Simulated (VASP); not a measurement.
**K3I2Br: relaxation of the atoms with LDA**

The system is K3I2Br.

```
K I Br
1.0
     4.94660    0.00000    0.00000
    -2.47330    4.28388    0.00000
     0.00000    0.00000   11.10530
K I Br
3 2 1
Direct
  0.00000 0.00000 0.50000
  0.33333 0.66667 0.15010
  0.66667 0.33333 0.84990
  0.33333 0.66667 0.67502
  0.66667 0.33333 0.32498
  0.00000 0.00000 0.00000
```

```
Program                : VASP 6.6.1
Task                   : relaxation of the atoms
Functional             : LDA
Potentials or basis    : VASP PAW LDA potentials, release 64 (K_sv, I, Br)
Cutoff                 : 520 eV
k mesh                 : 6 × 6 × 2
Occupations            : gaussian, width 0.05 eV
Spin                   : no spin polarisation
Dipole correction      : no
Further INCAR settings : ALGO = Normal; EDIFF = 1e-06; IBRION = 2; EDIFFG = -0.01; NSW = 50
```

| Item | Value |
| --- | --- |
| Pressure after relaxing | -0.9 GPa |
| Largest force after relaxing | 0.008 eV/Å |
| Band gap on the k mesh | 3.67 eV |

Forces in eV/Å, atoms in the order of the input:
```
K    0.000  0.000  0.000
K    0.000  0.000 -0.008
K    0.000  0.000  0.008
I    0.000  0.000  0.005
I    0.000  0.000 -0.005
Br   0.000  0.000  0.000
```

Stress tensor (GPa, compression positive):
```
-1.07  0.00  0.00
 0.00 -1.07  0.00
 0.00  0.00 -0.42
```

Final structure:
```yaml
crystal:
  lattice:
    - [4.94660, 0.00000, 0.00000]
    - [-2.47330, 4.28388, 0.00000]
    - [0.00000, 0.00000, 11.10530]
  atoms:
    - { symbol: K, position: [0.00000, 0.00000, 0.50000] }
    - { symbol: K, position: [0.33333, 0.66667, 0.15010] }
    - { symbol: K, position: [0.66667, 0.33333, 0.84990] }
    - { symbol: I, position: [0.33333, 0.66667, 0.67502] }
    - { symbol: I, position: [0.66667, 0.33333, 0.32498] }
    - { symbol: Br, position: [0.00000, 0.00000, 0.00000] }
```

Levels at points of the mesh, in eV from the valence-band top:
| k point | band 20 | band 21 | band 22 | band 23 | band 24 | band 25 | band 26 | band 27 | band 28 |
| --- | --- | --- | --- | --- | --- | --- | --- | --- | --- |
| (0.00, 0.00, 0.00) | -0.32 | -0.32 | -0.05 | -0.05 | 0.00 | 3.67 | 5.21 | 5.27 | 6.21 |
| (0.50, 0.00, 0.00) | -0.71 | -0.47 | -0.40 | -0.38 | -0.36 | 4.71 | 5.68 | 5.75 | 5.90 |
| (0.00, 0.00, 0.50) | -0.42 | -0.27 | -0.27 | -0.09 | -0.09 | 4.33 | 4.54 | 5.40 | 6.29 |
| (0.50, 0.00, 0.50) | -0.82 | -0.53 | -0.40 | -0.37 | -0.34 | 5.13 | 5.25 | 5.48 | 6.16 |

It took 2.6 min on 1 thread of AMD EPYC 7R32 (Zen 2), on a shared host, peak memory 0.3 GiB.

Caveat: the relaxation stopped at its first step, so nothing moved; spin-orbit coupling is left out, which moves the levels of the heavy elements.
